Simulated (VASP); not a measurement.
# Li2GeBr6 (P6/mmm) in VASP: notebook

Runs on Li2GeBr6. Level: PBE. Tasks: relaxation of cell and atoms, single point.

Program: VASP 6.6.1. These are calculated values, not measurements. Logs are shortened: lines on timing, memory, paths and dates and some standing lists are left out, and cuts for length are marked.

## Step 1: The cell of the first run

It takes space group P6/mmm (No. 191, hexagonal). The conventional cell has a = 8.969 Å, b = 8.969 Å, c = 3.661 Å, α = 90.00°, β = 90.00°, γ = 120.00°. Within 4.6 Å of Li (site symmetry -6m2) lie 12 Br at 3.47 Å and 2 Li at 3.66 Å. Within 4.7 Å of Ge (site symmetry 6/mmm) lie 12 Br at 3.58 Å and 2 Ge at 3.66 Å. Within 3.7 Å of Br (site symmetry m2m) lie 5 Br at 2.81 to 3.66 Å and 4 Li at 3.47 Å and 2 Ge at 3.58 Å.

## Step 2: Relaxation of cell and atoms, PBE

The input, INCAR:

```
PREC = Accurate
ENCUT = 600
EDIFF = 1E-6
ISMEAR = 0
SIGMA = 0.1
LREAL = F
LASPH = T
NELM = 100
ALGO = Normal
ISIF = 3
LWAVE = F
LCHARG = F
GGA = PE
IBRION = 2
NSW = 100
EDIFFG = -0.01
```

The input, KPOINTS:

```
regular mesh
0
Gamma
  6 6 10
```

The input, POSCAR:

```
Li2GeBr6
1.0
    8.9687567563      0.0000000000      0.0000000000
   -4.4843783781      7.7671711913      0.0000000000
    0.0000000000      0.0000000000      3.6613058278
Li Ge Br
2 1 6
Direct
    0.6666666667      0.3333333333      0.0000000000
    0.3333333333      0.6666666667      0.0000000000
    0.0000000000      0.0000000000      0.0000000000
    0.0000000000      0.3430931710      0.5000000000
    0.6569068290      0.6569068290      0.5000000000
    0.3430931710      0.0000000000      0.5000000000
    0.3430931710      0.3430931710      0.5000000000
    0.0000000000      0.6569068290      0.5000000000
    0.6569068290      0.0000000000      0.5000000000
```

Potentials or basis: VASP PAW PBE potentials, release 64 (Li_sv, Ge_d, Br).

Launch:

```bash
> cat potpaw_PBE.64/Li_sv/POTCAR potpaw_PBE.64/Ge_d/POTCAR potpaw_PBE.64/Br/POTCAR > POTCAR
> mpirun -np 1 vasp_std > vasp.out
```

OUTCAR:

```text
PREC = Accurate
   ENCUT = 600
   EDIFF = 1E-6
   ISMEAR = 0
   LREAL = F
   LASPH = T
   NELM = 100
   ISIF = 3
   GGA = PE
   IBRION = 2
   NSW = 100
   EDIFFG = -0.01

 ion  position               nearest neighbor table
   1  0.667  0.333  0.000-
   2  0.333  0.667  0.000-
   3  0.000  0.000  0.000-
   4  0.000  0.343  0.500-
   5  0.657  0.657  0.500-
   6  0.343  0.000  0.500-
   7  0.343  0.343  0.500-
   8  0.000  0.657  0.500-
   9  0.657  0.000  0.500-

  LATTYP: Found a hexagonal cell.
 ALAT       =     8.9687567563
 C/A-ratio  =     0.4082289137

  Lattice vectors:

 A1 = (   8.9687567563,   0.0000000000,   0.0000000000)
 A2 = (  -4.4843783781,   7.7671711913,   0.0000000000)
 A3 = (   0.0000000000,   0.0000000000,   3.6613058278)

Analysis of symmetry for initial positions (statically):
=====================================================================
 Subroutine PRICEL returns:
 Original cell was already a primitive cell.

 Routine SETGRP: Setting up the symmetry group for a
 hexagonal supercell.

 Subroutine GETGRP returns: Found 24 space group operations
 (whereof 24 operations were pure point group operations)
 out of a pool of 24 trial point group operations.

The static configuration has the point symmetry D_6h.

Analysis of symmetry for dynamics (positions and initial velocities):
=====================================================================
 Subroutine PRICEL returns:
 Original cell was already a primitive cell.

 Routine SETGRP: Setting up the symmetry group for a
 hexagonal supercell.

 Subroutine GETGRP returns: Found 24 space group operations
 (whereof 24 operations were pure point group operations)
 out of a pool of 24 trial point group operations.

The dynamic configuration has the point symmetry D_6h.

 Subroutine INISYM returns: Found 24 space group operations
 (whereof 24 operations are pure point group operations),
 and found     1 'primitive' translations

----------------------------------------------------------------------------------------

                                     Primitive cell

  volume of cell :     255.0534

  direct lattice vectors                    reciprocal lattice vectors
     8.968756756  0.000000000  0.000000000     0.111498174  0.064373501  0.000000000
    -4.484378378  7.767171191  0.000000000     0.000000000  0.128747001  0.000000000
     0.000000000  0.000000000  3.661305828     0.000000000  0.000000000  0.273126597

  length of vectors
     8.968756756  8.968756756  3.661305828     0.128747001  0.128747001  0.273126597

  position of ions in fractional coordinates (direct lattice)
     0.666666667  0.333333333  0.000000000
     0.333333333  0.666666667  0.000000000
     0.000000000  0.000000000  0.000000000
     1.000000000  0.343093171  0.500000000
     0.656906829  0.656906829  0.500000000
     0.343093171  0.000000000  0.500000000
     0.343093171  0.343093171  0.500000000
     1.000000000  0.656906829  0.500000000
     0.656906829  0.000000000  0.500000000

  ion indices of the primitive-cell ions
   primitive index   ion index
                 1           1
                 2           2
                 3           3
                 4           4
                 5           5
                 6           6
                 7           7
                 8           8
                 9           9

----------------------------------------------------------------------------------------

 KPOINTS: regular mesh

Automatic generation of k-mesh.
 Grid dimensions read from file:
 generate k-points for:    6    6   10

 Generating k-lattice:

  Cartesian coordinates                     Fractional coordinates (reciprocal lattice)
     0.018583029  0.010728917  0.000000000     0.166666667  0.000000000  0.000000000
     0.000000000  0.021457834  0.000000000     0.000000000  0.166666667  0.000000000
     0.000000000  0.000000000  0.027312660     0.000000000  0.000000000  0.100000000

  Length of vectors
     0.021457834  0.021457834  0.027312660

  Shift w.r.t. Gamma in fractional coordinates (k-lattice)
     0.000000000  0.000000000  0.000000000

 Subroutine IBZKPT returns following result:
 ===========================================

 Found     42 irreducible k-points:

 Following reciprocal coordinates:
            Coordinates               Weight
  0.000000  0.000000  0.000000      1.000000
  0.166667  0.000000  0.000000      6.000000
  0.333333  0.000000  0.000000      6.000000
  0.500000 -0.000000  0.000000      3.000000
  0.166667  0.166667  0.000000      6.000000
  0.333333  0.166667  0.000000     12.000000
[... 16 lines left out ...]
  0.166667  0.000000  0.300000     12.000000
  0.333333  0.000000  0.300000     12.000000
 [... further k-points ...]
   k-points           NKPTS =     42   k-points in BZ     NKDIM =     42   number of bands    NBANDS=     37
   number of dos      NEDOS =    301   number of ions     NIONS =      9
   total plane-waves  NPLWV = 155520
   dimension x,y,z NGX =    72 NGY =   72 NGZ =   30
   dimension x,y,z NGXF=   144 NGYF=  144 NGZF=   60
   ions per type =               2   1   6
   NGX,Y,Z   is equivalent  to a cutoff of  13.35, 13.35, 13.62 a.u.
   NGXF,Y,Z  is equivalent  to a cutoff of  26.69, 26.69, 27.24 a.u.
 SYSTEM =  unknown system
   PREC   = accura    normal or accurate (medium, high low for compatibility)
   ISTART =      0    job   : 0-new  1-cont  2-samecut
   ICHARG =      2    charge: 1-file 2-atom 10-const
   ISPIN  =      1    spin polarized calculation?
   LNONCOLLINEAR =      F non collinear calculations
   LSORBIT =      F    spin-orbit coupling
   LASPH  =      T    aspherical Exc in radial PAW
   ENCUT  =  600.0 eV  44.10 Ry    6.64 a.u.  17.91 17.91  7.31*2*pi/ulx,y,z
   NELM   =    100;   NELMIN=  2; NELMDL= -5     # of ELM steps
   EDIFF  = 0.1E-05   stopping-criterion for ELM
   LREAL  =      F    real-space projection
   EDIFFG = -.1E-01   stopping-criterion for IOM
   NSW    =    100    number of steps for IOM
   IBRION =      2    ionic relax: 0-MD 1-quasi-New 2-CG
   NFREE  =      1    steps in history (QN), initial steepest desc. (CG)
   ISIF   =      3    stress and relaxation
   ISYM   =      2    0-nonsym 1-usesym 2-fastsym
   POTIM  = 0.5000    time-step for ionic-motion
   TEBEG  =    0.0;   TEEND  =   0.0 temperature during run
   PSTRESS=    0.0 pullay stress
   NELECT =      62.0000    total number of electrons
   NUPDOWN=      -1.0000    fix difference up-down
   EMIN   =  10.00;   EMAX   =-10.00  energy-range for DOS
   EFERMI =   0.00;   METHOD = LEGACY
   ISMEAR =     0;   SIGMA  =   0.10  broadening in eV -4-tet -1-fermi 0-gaus
   EFERMI_NEDOS =   21; number of points for ismear=-14 and -15
   IALGO  =     38    algorithm
   IMIX   =      4    mixing-type and parameters
     AMIX     =   0.40;   BMIX     =  1.00
     AMIX_MAG =   1.60;   BMIX_MAG =  1.00
  volume/ion in A,a.u.               =      28.34       191.24
  Fermi-wavevector in a.u.,A,eV,Ry     =   1.021712  1.930755 14.203050  1.043895
  Thomas-Fermi vector in A             =   2.155351
   LORBIT       =      0    0 simple, 1 ext, 2 COOP (PROOUT), +10 PAW based schemes
   GGA     = PE    functional components
   LHFCALC =     F    Hartree Fock is set to
   AEXX    =    0.0000 exact exchange contribution
   IVDW    =     0    specifies the selected vdW correction
   LEPSILON=     F    determine dielectric tensor
   LRPA    =     F    only Hartree local field effects (RPA)
 conjugate gradient relaxation of ions
 non-spin polarized calculation
 Gauss-broadening in eV      SIGMA  =   0.10
  energy-cutoff  :      600.00
  volume of cell :      255.05
 maximum number of plane-waves:      8562
 NGX is ok and might be reduce to    72
   NGX = 35   NGY = 35   NGZ = 15

--------------------------------------- Ionic step        1  -------------------------------------------

 number of electron      62.0000018 magnetization

 Free energy of the ion-electron system (eV)
  ---------------------------------------------------
  ext. energy  EPLUGINS =         0.00000000
  ---------------------------------------------------
  free energy    TOTEN  =       -19.66910234 eV

  energy without entropy =      -19.64539108  energy(sigma->0) =      -19.65724671

------------------------ aborting loop because EDIFF is reached ----------------------------------------

  FORCE on cell =-STRESS in cart. coord.  units (eV):
  Direction    XX          YY          ZZ          XY          YZ          ZX
  --------------------------------------------------------------------------------------
  -------------------------------------------------------------------------------------
  Total       -0.1897611     -0.1897611     -0.4257818     -0.0000000      0.0000000      0.0000000
  in kB       -1.1920284     -1.1920284     -2.6746477     -0.0000000      0.0000000      0.0000000
  external PRESSURE =      -1.6862349 kB  Pullay stress =       0.0000000 kB
[... 200 lines left out ...]
  energy  without entropy=      -19.6539625758  energy(sigma->0) =      -19.66669388

--------------------------------------- Ionic step        6  -------------------------------------------

 number of electron      62.0000010 magnetization

 Free energy of the ion-electron system (eV)
  ---------------------------------------------------
  ext. energy  EPLUGINS =         0.00000000
  ---------------------------------------------------
  free energy    TOTEN  =       -19.67977399 eV

  energy without entropy =      -19.65410396  energy(sigma->0) =      -19.66693897

 E-fermi :   1.6135     XC(G=0):  -8.2275

 val. band max:        1.6127745487   @ k =   0.3333   0.0000   0.3000
 cond. band min:       1.6342439915   @ k =   0.1667   0.1667   0.2000
 fundamental gap:      0.0214694428
 Fermi energy:         1.6135411748

 k-point     1 :       0.0000    0.0000    0.0000
  band No.  band energies     occupation
      1     -46.1871      2.00000
      2     -46.1871      2.00000
      3     -24.6004      2.00000
      4     -24.6004      2.00000
      5     -24.5618      2.00000
      6     -24.5618      2.00000
[... 949 lines left out ...]
     36       5.2138      0.00000
     37       5.3505      0.00000

 [... further k-points ...]
[... 5 lines left out ...]
  --------------------------------------------------------------------------------------
  -------------------------------------------------------------------------------------
  Total       -0.0188956     -0.0188956     -0.0262102     -0.0000000      0.0000000      0.0000000
  in kB       -0.1200643     -0.1200643     -0.1665422     -0.0000000      0.0000000      0.0000000
  external PRESSURE =      -0.1355569 kB  Pullay stress =       0.0000000 kB
[... 24 lines left out ...]
  FREE ENERGIE OF THE ION-ELECTRON SYSTEM (eV)
  ---------------------------------------------------
  free  energy   TOTEN  =       -19.6797739899 eV

  energy  without entropy=      -19.6541039561  energy(sigma->0) =      -19.66693897

 reached required accuracy - stopping structural energy minimisation
```

Wall time 27 min (1 thread of Intel Xeon Platinum 8488C (Sapphire Rapids), shared host); peak memory 0.7 GiB.

What came out:

```yaml
Free_energy: -19.6798 eV
Relaxed_volume: 28.02 Å³/atom
Relaxed_cell: a = 8.943 Å, b = 8.943 Å, c = 3.641 Å, α = 90.00°, β = 90.00°, γ = 120.00°
Space_group_after_relaxing_to_0.05_Å: P6/mmm (No. 191)
Energy_gained_by_relaxing: 1.2 meV/atom
Ionic_steps: 6
Pressure_after_relaxing: 0.0 GPa
Largest_force_after_relaxing: 0.004 eV/Å
Band_gap_on_the_k_mesh: zero (band 31 reaches 1.94 eV, above the bottom of band 32 at 1.00 eV)
```

Forces on the atoms (eV/Å):
```
Li   0.000  0.000  0.000
Li   0.000  0.000  0.000
Ge   0.000  0.000  0.000
Br   0.002 -0.003  0.000
Br   0.002  0.003  0.000
Br  -0.004  0.000  0.000
Br  -0.002 -0.003  0.000
Br  -0.002  0.003  0.000
Br   0.004  0.000  0.000
```

The path:
```
step  energy change (eV)  largest force (eV/Å)  pressure (GPa)  volume (Å³)
   1              0.0000                0.0987           -0.17       255.05
   2             -0.0037                0.0833           -0.13       253.95
   3             -0.0088                0.0389            0.14       250.67
   4             -0.0101                0.0203            0.03       251.64
   5             -0.0103                0.0102           -0.04       252.22
   6             -0.0107                0.0038           -0.01       252.15
```

Final structure:
```xyz
9
Lattice="8.9428 0.0000 0.0000 -4.4714 7.7447 0.0000 0.0000 0.0000 3.6406" Properties=species:S:1:pos:R:3 pbc="T T T"
Li    4.4714    2.5816    0.0000
Li    0.0000    5.1631    0.0000
Ge   -4.4714    7.7447    0.0000
Br   -1.5193    2.6314    1.8203
Br    2.9521    5.1133    1.8203
Br    3.0385    0.0000    1.8203
Br    1.5193    2.6314    1.8203
Br   -2.9521    5.1133    1.8203
Br    5.9043    0.0000    1.8203
```

Caveat: the cutoff is under 1.25 times the usual one of these potentials, so pressure, stress and relaxed cells hold a basis-set (Pulay) error.

## Step 3: Single point, PBE

This run uses another cell than the first one, of 28.03 Å³/atom, 0.989 times its volume.

The input, INCAR:

```
ALGO = Normal
EDIFF = 1E-6
ENCUT = 520
GGA = PE
ISIF = 2
ISMEAR = 0
LASPH = T
LCHARG = F
LREAL = F
LWAVE = F
NBANDS = 41
NELM = 100
PREC = Accurate
SIGMA = 0.1
```

The input, KPOINTS:

```
k-points
0
Gamma
  6 6 10
```

The input, POSCAR:

```
Li2GeBr6
1.0
    8.9460461844      0.0000000000      0.0000000000
   -4.4730230922      7.7475032591      0.0000000000
    0.0000000000      0.0000000000      3.6402146996
Li Ge Br
2 1 6
Direct
    0.6666666667      0.3333333333      0.0000000000
    0.3333333333      0.6666666667      0.0000000000
    0.0000000000      0.0000000000      0.0000000000
    0.0000000000      0.3395011261      0.5000000000
    0.6604988739      0.6604988739      0.5000000000
    0.3395011261      0.0000000000      0.5000000000
    0.3395011261      0.3395011261      0.5000000000
    0.0000000000      0.6604988739      0.5000000000
    0.6604988739      0.0000000000      0.5000000000
```

Potentials or basis: VASP PAW PBE potentials, release 64 (Li_sv, Ge_d, Br).

Launch:

```bash
> cat potpaw_PBE.64/Li_sv/POTCAR potpaw_PBE.64/Ge_d/POTCAR potpaw_PBE.64/Br/POTCAR > POTCAR
> mpirun -np 1 vasp_std > vasp.out
```

Wall time 4.6 min (1 thread of Intel Xeon 6975P-C (Granite Rapids), shared host); peak memory 0.58 GiB.

Results (log left out):

| Property | Result |
| --- | --- |
| Free energy | -19.6800 eV |
| Band gap on the k mesh | zero (band 31 reaches 1.94 eV, above the bottom of band 32 at 0.99 eV) |

Forces on the atoms (eV/Å):
```
Li   0.000  0.000  0.000
Li   0.000  0.000  0.000
Ge   0.000  0.000  0.000
Br  -0.001  0.002  0.000
Br  -0.001 -0.002  0.000
Br   0.002  0.000  0.000
Br   0.001  0.002  0.000
Br   0.001 -0.002  0.000
Br  -0.002  0.000  0.000
```

Levels at points of the mesh, in eV from the Fermi level:
| k point | band 28 | band 29 | band 30 | band 31 | band 32 | band 33 | band 34 | band 35 |
| --- | --- | --- | --- | --- | --- | --- | --- | --- |
| (0.00, 0.00, 0.00) | -1.02 | -1.02 | -0.27 | 0.27 | 0.41 | 1.76 | 1.76 | 2.30 |
| (0.50, 0.00, 0.00) | -0.76 | -0.62 | -0.59 | -0.53 | -0.14 | 0.69 | 1.59 | 2.61 |
| (0.00, 0.00, 0.50) | -2.03 | -0.95 | -0.95 | -0.76 | 0.47 | 0.62 | 1.20 | 1.20 |
| (0.50, 0.00, 0.50) | -1.31 | -0.96 | -0.28 | -0.16 | 0.15 | 0.45 | 0.79 | 1.08 |

Caveat: the cutoff is under 1.25 times the usual one of these potentials, so pressure, stress and relaxed cells hold a basis-set (Pulay) error.
